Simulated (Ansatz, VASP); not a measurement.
SnPt2Se3 in VASP and in Ansatz

```
Sn Pt Se
1.0
     6.42890    0.00000    0.00000
    -3.21445    5.56759    0.00000
     0.00000    0.00000    3.73529
Sn Pt Se
1 2 3
Direct
  0.00000 0.00000 0.00000
  0.33333 0.66667 0.00000
  0.66667 0.33333 0.00000
  0.50000 0.00000 0.50000
  0.50000 0.50000 0.50000
  0.00000 0.50000 0.50000
```

Change from the starting cell: species swapped into the CeAl3Pd2 type (P6/mmm, No. 191).

Alike in both runs: functional PBE; k mesh 3 × 3 × 4; occupations gaussian, width 0.1 eV; no spin polarisation.

Ansatz relaxed the structure, and its values are those at the end. VASP's run is a single point on that final structure, the one shown.

```csv
,VASP,Ansatz
version,VASP 6.6.1,Ansatz 0.2.0
potentials or method,"VASP PAW PBE potentials, release 64 (Sn_d, Pt, Se), cutoff 520 eV","scalar-relativistic, plane waves, PAW"
valence electrons in the cell,52,98
```

|  | VASP | Ansatz | Ansatz less VASP |
| --- | --- | --- | --- |
| gap on the k mesh at the Fermi level (eV) | none | none | - |
| pressure (GPa) | 0.0 | 0.0 | +0.03 |

A gap of «none» marks a metal or a gap that the smearing closes. VASP's potentials hold 52 valence electrons a cell and Ansatz's 98, so a difference there can come from the potentials and not from the codes.

The k mesh is coarse, so the values compare programs but aren't converged. Neither program's run includes spin-orbit coupling.
